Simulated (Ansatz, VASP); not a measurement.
# Nb in VASP and in Ansatz

INCAR

```
SYSTEM = Nb
  PREC = Accurate
  ENCUT = 520
  EDIFF = 1E-7
  ISMEAR = -1
  SIGMA = 0.1
  LREAL = .FALSE.
  LASPH = .TRUE.
  NELM = 60
  ALGO = Normal
  ISIF = 2
  LWAVE = .FALSE.
  LCHARG = .FALSE.
  LDIPOL = .TRUE.
  IDIPOL = 3
  DIPOL = 0.5 0.5 0.500
  NBANDS = 40
```

KPOINTS

```
regular mesh
0
G
  8 8 1
  0 0 0
```

File POSCAR:

```
Nb
1.0
    4.5946883331      0.0000000000      0.0000000000
   -2.2973441665      3.9791168189      0.0000000000
    0.0000000000      0.0000000000     19.7515000000
Nb
5
Direct
    0.8333333330      0.1666666670      0.4050313315
    0.1666666670      0.8333333330      0.4525156656
    0.5000000000      0.5000000000      0.5000000000
    0.8333333330      0.1666666670      0.5474843344
    0.1666666670      0.8333333330      0.5949686685
```

Input for Ansatz:

```yaml
crystal:
  lattice:
    - [4.5946883331, 0.0, 0.0]
    - [-2.2973441665, 3.9791168189, 0.0]
    - [0.0, 0.0, 19.7515]
  atoms:
    - { symbol: Nb, position: [0.833333333, 0.166666667, 0.4050313315] }
    - { symbol: Nb, position: [0.166666667, 0.833333333, 0.4525156656] }
    - { symbol: Nb, position: [0.5, 0.5, 0.5] }
    - { symbol: Nb, position: [0.833333333, 0.166666667, 0.5474843344] }
    - { symbol: Nb, position: [0.166666667, 0.833333333, 0.5949686685] }
kpoints:
  mp_grid: { grid: [8, 8, 1] }
scf:
  occupations: { method: fermi_dirac, width: 0.1 }
hamiltonian:
  xc: lda
  pseudopotentials: { kind: paw }
output:
  forces: true
  stress: true
  eigenvalues: true
  populations: true
efield:
  axis: 3
  amplitude: 0
  dipole_correction: true
```

Alike in both runs: task single point; functional LDA; k mesh 8 × 8 × 1; occupations fermi-dirac, width 0.1 eV; no spin polarisation.

|  | VASP | Ansatz |
| --- | --- | --- |
| version | VASP 6.6.1 | Ansatz 0.2.0 |
| potentials or method | VASP PAW LDA potentials, release 64 (Nb_sv) | PAW with Ansatz's default frozen-core files, scalar-relativistic |
| plane-wave cutoff (eV) | 520 | 420 |
| valence electrons in the cell | 65 | 65 |

```csv
,VASP,Ansatz,Ansatz less VASP
rms of the force components (eV/Å),0.860,0.860,-0.0005
```

LDA's correlation is that of Perdew and Zunger in VASP and of Perdew and Wang (1992) in Ansatz. Atom by atom the forces differ by 0.001 eV/Å (rms over components).
